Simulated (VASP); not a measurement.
# MgF2 in VASP: settings compared

MgF2 is run at these levels: PBE, r2SCAN; tasks: single point.

All numbers are computed with VASP 6.6.1; they aren't measurements. Logs are shortened: lines on timing, memory, paths and dates and some standing lists are left out, and cuts for length are marked.

## (1) The cell of the first run

Symmetry: Pnnm, No. 58, orthorhombic system. The conventional cell has a = 4.582 Å, b = 4.622 Å, c = 3.046 Å, α = 90.00°, β = 90.00°, γ = 90.00°. Within 2.6 Å of Mg (site symmetry 2/m) lie 6 F at 1.97 to 1.99 Å. F (site symmetry m) has 3 Mg at 1.97 to 1.99 Å and 1 F at 2.57 Å within 2.6 Å.

## (2) Single point, PBE (uniaxial y strain -0.9%)

INCAR reads:

```
  PREC = Accurate
  ENCUT = 600
  EDIFF = 1E-6
  ISMEAR = -1
  SIGMA = 0.02
  LREAL = False
  LASPH = True
  NELM = 120
  ALGO = Normal
  ISIF = 2
  LWAVE = False
  LCHARG = True
  GGA = PE
  LELF = True
  LVHAR = True
  NBANDS = 25
  GGA_COMPAT = False
```

KPOINTS reads:

```
Automatic mesh
0
Gamma
  6 6 8
```

POSCAR reads:

```
MgF2
1.0
    4.6218997681      0.0000000000      0.0000000000
    0.0000000000      4.5818804161      0.0000000000
    0.0000000000      0.0000000000      3.0461460127
Mg F
2 4
Direct
    0.5000000000      0.5000000000      0.5000000000
    0.0000000000      0.0000000000      0.0000000000
    0.8044592280      0.1986597024      0.5000000000
    0.1955407720      0.8013402976      0.5000000000
    0.3044592280      0.3013402976      0.0000000000
    0.6955407720      0.6986597024      0.0000000000
```

Potentials or basis: VASP PAW PBE potentials, release 64 (Mg, F).

Started as:

```
> cat potpaw_PBE.64/Mg/POTCAR potpaw_PBE.64/F/POTCAR > POTCAR
> mpirun -np 1 vasp_std > vasp.out
```

OUTCAR:

```text
PREC = Accurate
   ENCUT = 600
   EDIFF = 1E-6
   ISMEAR = -1
   LREAL = False
   LASPH = True
   NELM = 120
   ISIF = 2
   GGA = PE

 ion  position               nearest neighbor table
   1  0.500  0.500  0.500-   3 1.97   4 1.97   5 1.99   6 1.99   5 1.99   6 1.99   2 3.59   2 3.59
                             2 3.59   2 3.59   2 3.59   2 3.59   2 3.59   2 3.59
   2  0.000  0.000  0.000-   5 1.97   6 1.97   3 1.99   4 1.99   3 1.99   4 1.99   1 3.59   1 3.59
                             1 3.59   1 3.59   1 3.59   1 3.59   1 3.59   1 3.59
   3  0.804  0.199  0.500-   1 1.97   2 1.99   2 1.99
   4  0.196  0.801  0.500-   1 1.97   2 1.99   2 1.99
   5  0.304  0.301  0.000-   2 1.97   1 1.99   1 1.99
   6  0.696  0.699  0.000-   2 1.97   1 1.99   1 1.99

  LATTYP: Found a simple orthorhombic cell.
 ALAT       =     3.0461460127
 B/A-ratio  =     1.5041565299
 C/A-ratio  =     1.5172942298

  Lattice vectors:

 A1 = (   0.0000000000,   0.0000000000,  -3.0461460127)
 A2 = (   0.0000000000,   4.5818804161,   0.0000000000)
 A3 = (   4.6218997681,   0.0000000000,   0.0000000000)

Analysis of symmetry for initial positions (statically):
=====================================================================
 Subroutine PRICEL returns:
 Original cell was already a primitive cell.

 Routine SETGRP: Setting up the symmetry group for a
 simple orthorhombic supercell.

 Subroutine GETGRP returns: Found  8 space group operations
 (whereof  4 operations were pure point group operations)
 out of a pool of  8 trial point group operations.

The static configuration has the point symmetry C_2h.
 The point group associated with its full space group is D_2h.

Analysis of symmetry for dynamics (positions and initial velocities):
=====================================================================
 Subroutine PRICEL returns:
 Original cell was already a primitive cell.

 Routine SETGRP: Setting up the symmetry group for a
 simple orthorhombic supercell.

 Subroutine GETGRP returns: Found  8 space group operations
 (whereof  4 operations were pure point group operations)
 out of a pool of  8 trial point group operations.

The dynamic configuration has the point symmetry C_2h.
 The point group associated with its full space group is D_2h.

 Subroutine INISYM returns: Found  8 space group operations
 (whereof  4 operations are pure point group operations),
 and found     1 'primitive' translations

----------------------------------------------------------------------------------------

                                     Primitive cell

  volume of cell :      64.5082

  direct lattice vectors                    reciprocal lattice vectors
     4.621899768  0.000000000  0.000000000     0.216361248  0.000000000  0.000000000
     0.000000000  4.581880416  0.000000000     0.000000000  0.218251004  0.000000000
     0.000000000  0.000000000  3.046146013     0.000000000  0.000000000  0.328283672

  length of vectors
     4.621899768  4.581880416  3.046146013     0.216361248  0.218251004  0.328283672

  position of ions in fractional coordinates (direct lattice)
     0.500000000  0.500000000  0.500000000
     0.000000000  0.000000000  0.000000000
     0.804459228  0.198659702  0.500000000
     0.195540772  0.801340298  0.500000000
     0.304459228  0.301340298  0.000000000
     0.695540772  0.698659702  0.000000000

  ion indices of the primitive-cell ions
   primitive index   ion index
                 1           1
                 2           2
                 3           3
                 4           4
                 5           5
                 6           6

----------------------------------------------------------------------------------------

 KPOINTS: Automatic mesh

Automatic generation of k-mesh.
 Grid dimensions read from file:
 generate k-points for:    6    6    8

 Generating k-lattice:

  Cartesian coordinates                     Fractional coordinates (reciprocal lattice)
     0.036060208  0.000000000  0.000000000     0.166666667  0.000000000  0.000000000
     0.000000000  0.036375167  0.000000000     0.000000000  0.166666667  0.000000000
     0.000000000  0.000000000  0.041035459     0.000000000  0.000000000  0.125000000

  Length of vectors
     0.036060208  0.036375167  0.041035459

  Shift w.r.t. Gamma in fractional coordinates (k-lattice)
     0.000000000  0.000000000  0.000000000

 Subroutine IBZKPT returns following result:
 ===========================================

 Found     80 irreducible k-points:

 Following reciprocal coordinates:
            Coordinates               Weight
  0.000000  0.000000  0.000000      1.000000
  0.166667  0.000000  0.000000      2.000000
  0.333333  0.000000  0.000000      2.000000
  0.500000  0.000000  0.000000      1.000000
  0.000000  0.166667  0.000000      2.000000
  0.166667  0.166667  0.000000      4.000000
[... 16 lines left out ...]
  0.333333  0.166667  0.125000      8.000000
  0.500000  0.166667  0.125000      4.000000
 [... further k-points ...]
   k-points           NKPTS =     80   k-points in BZ     NKDIM =     80   number of bands    NBANDS=     25
   number of dos      NEDOS =    301   number of ions     NIONS =      6
   total plane-waves  NPLWV =  38400
   dimension x,y,z NGX =    40 NGY =   40 NGZ =   24
   dimension x,y,z NGXF=    80 NGYF=   80 NGZF=   48
   ions per type =               2   4
   NGX,Y,Z   is equivalent  to a cutoff of  14.39, 14.51, 13.10 a.u.
   NGXF,Y,Z  is equivalent  to a cutoff of  28.78, 29.03, 26.20 a.u.
 SYSTEM =  unknown system
   PREC   = accura    normal or accurate (medium, high low for compatibility)
   ISTART =      0    job   : 0-new  1-cont  2-samecut
   ICHARG =      2    charge: 1-file 2-atom 10-const
   ISPIN  =      1    spin polarized calculation?
   LNONCOLLINEAR =      F non collinear calculations
   LSORBIT =      F    spin-orbit coupling
   LASPH  =      T    aspherical Exc in radial PAW
   ENCUT  =  600.0 eV  44.10 Ry    6.64 a.u.   9.23  9.15  6.08*2*pi/ulx,y,z
   NELM   =    120;   NELMIN=  2; NELMDL= -5     # of ELM steps
   EDIFF  = 0.1E-05   stopping-criterion for ELM
   LREAL  =      F    real-space projection
   EDIFFG = 0.1E-04   stopping-criterion for IOM
   NSW    =      0    number of steps for IOM
   IBRION =     -1    ionic relax: 0-MD 1-quasi-New 2-CG
   NFREE  =      0    steps in history (QN), initial steepest desc. (CG)
   ISIF   =      2    stress and relaxation
   ISYM   =      2    0-nonsym 1-usesym 2-fastsym
   POTIM  = 0.5000    time-step for ionic-motion
   TEBEG  =    0.0;   TEEND  =   0.0 temperature during run
   PSTRESS=    0.0 pullay stress
   NELECT =      32.0000    total number of electrons
   NUPDOWN=      -1.0000    fix difference up-down
   EMIN   =  10.00;   EMAX   =-10.00  energy-range for DOS
   EFERMI =   0.00;   METHOD = LEGACY
   ISMEAR =    -1;   SIGMA  =   0.02  broadening in eV -4-tet -1-fermi 0-gaus
   EFERMI_NEDOS =   21; number of points for ismear=-14 and -15
   IALGO  =     38    algorithm
   IMIX   =      4    mixing-type and parameters
     AMIX     =   0.40;   BMIX     =  1.00
     AMIX_MAG =   1.60;   BMIX_MAG =  1.00
  volume/ion in A,a.u.               =      10.75        72.55
  Fermi-wavevector in a.u.,A,eV,Ry     =   1.295945  2.448981 22.850615  1.679473
  Thomas-Fermi vector in A             =   2.427432
   LORBIT       =      0    0 simple, 1 ext, 2 COOP (PROOUT), +10 PAW based schemes
   GGA     = PE    functional components
   LHFCALC =     F    Hartree Fock is set to
   AEXX    =    0.0000 exact exchange contribution
   IVDW    =     0    specifies the selected vdW correction
   LEPSILON=     F    determine dielectric tensor
   LRPA    =     F    only Hartree local field effects (RPA)
 non-spin polarized calculation
  energy-cutoff  :      600.00
  volume of cell :       64.51
 maximum number of plane-waves:      2188
 NGX is ok and might be reduce to    40
   NGX = 19   NGY = 19   NGZ = 13

 number of electron      32.0000018 magnetization

 Free energy of the ion-electron system (eV)
  ---------------------------------------------------
  ext. energy  EPLUGINS =         0.00000000
  ---------------------------------------------------
  free energy    TOTEN  =       -31.49807611 eV

  energy without entropy =      -31.49807611  energy(sigma->0) =      -31.49807611

 E-fermi :  -0.6835     XC(G=0):  -9.7883

 val. band max:       -1.1386533716   @ k =   0.0000   0.0000   0.0000
 cond. band min:       6.0369072041   @ k =   0.0000   0.0000   0.0000
 fundamental gap:      7.1755605757
 Fermi energy:        -0.6834713364

 k-point     1 :       0.0000    0.0000    0.0000
  band No.  band energies     occupation
      1     -21.9282      2.00000
      2     -21.1082      2.00000
      3     -21.0942      2.00000
      4     -21.0073      2.00000
      5      -5.2519      2.00000
      6      -3.6812      2.00000
[... 17 lines left out ...]
     24      17.5254      0.00000
     25      17.5652      0.00000

 k-point     2 :       0.1667    0.0000    0.0000
  band No.  band energies     occupation
      1     -21.8828      2.00000
      2     -21.1971      2.00000
      3     -21.0819      2.00000
      4     -20.9825      2.00000
      5      -5.1469      2.00000
      6      -3.6382      2.00000
[... 17 lines left out ...]
     24      17.2588      0.00000
     25      17.6498      0.00000

 k-point     3 :       0.3333    0.0000    0.0000
  band No.  band energies     occupation
      1     -21.7555      2.00000
      2     -21.3714      2.00000
      3     -21.0494      2.00000
      4     -20.9806      2.00000
      5      -4.8682      2.00000
      6      -4.0528      2.00000
[... 552 lines left out ...]
 k-point    23 :       0.3333    0.1667    0.1250
  band No.  band energies     occupation
      1     -21.6735      2.00000
      2     -21.3378      2.00000
      3     -21.0809      2.00000
      4     -20.9986      2.00000
      5      -4.7273      2.00000
      6      -4.0713      2.00000
[... 17 lines left out ...]
     24      16.9114      0.00000
     25      17.0306      0.00000

 k-point    24 :       0.5000    0.1667    0.1250
  band No.  band energies     occupation
      1     -21.5109      2.00000
      2     -21.5109      2.00000
      3     -21.0370      2.00000
      4     -21.0370      2.00000
      5      -4.4097      2.00000
      6      -4.4097      2.00000
[... 17 lines left out ...]
     24      16.3107      0.00000
     25      17.2315      0.00000

 [... further k-points ...]

------------------------ aborting loop because EDIFF is reached ----------------------------------------

  FORCE on cell =-STRESS in cart. coord.  units (eV):
  Direction    XX          YY          ZZ          XY          YZ          ZX
  --------------------------------------------------------------------------------------
  -------------------------------------------------------------------------------------
  Total        1.8670636      2.0163596      1.9261718     -0.0000000      0.0000000      0.0000000
  in kB       46.3718789     50.0799140     47.8399386     -0.0000000      0.0000000      0.0000000
  external PRESSURE =      48.0972439 kB  Pullay stress =       0.0000000 kB

 VOLUME and BASIS-vectors are now :
 -----------------------------------------------------------------------------
  energy-cutoff  :      600.00
  volume of cell :       64.51
      direct lattice vectors                 reciprocal lattice vectors
     4.621899768  0.000000000  0.000000000     0.216361248  0.000000000  0.000000000
     0.000000000  4.581880416  0.000000000     0.000000000  0.218251004  0.000000000
     0.000000000  0.000000000  3.046146013     0.000000000  0.000000000  0.328283672

 POSITION                                       TOTAL-FORCE (eV/Angst)
 -----------------------------------------------------------------------------------
      2.31095      2.29094      1.52307         0.000000      0.000000      0.000000
      0.00000      0.00000      0.00000         0.000000      0.000000      0.000000
      3.71813      0.91023      1.52307        -0.017078      0.018591      0.000000
      0.90377      3.67165      1.52307         0.017078     -0.018591     -0.000000
      1.40718      1.38071      0.00000        -0.017078     -0.018591     -0.000000
      3.21472      3.20118      0.00000         0.017078      0.018591      0.000000
 -----------------------------------------------------------------------------------
    total drift:                                0.000000      0.000000      0.000000

  FREE ENERGIE OF THE ION-ELECTRON SYSTEM (eV)
  ---------------------------------------------------
  free  energy   TOTEN  =       -31.4980761066 eV

  energy  without entropy=      -31.4980761066  energy(sigma->0) =      -31.49807611
```

Wall time 51 s (1 thread of Intel Xeon 6975P-C (Granite Rapids), shared host); peak memory 0.27 GiB.

Results:

```yaml
Free_energy: -31.4981 eV
Pressure: 4.8 GPa
Largest_force: 0.025 eV/Å
Band_gap_on_the_k_mesh: 7.18 eV
```

Forces on the atoms (eV/Å):
```
Mg   0.000  0.000  0.000
Mg   0.000  0.000  0.000
F   -0.017  0.019  0.000
F    0.017 -0.019  0.000
F   -0.017 -0.019  0.000
F    0.017  0.019  0.000
```

Caveat: the cell differs from its parent crystal (uniaxial y strain -0.9%); the cell stands under pressure. A k mesh can miss the band edges.

(Continued in part 2 of 2.)
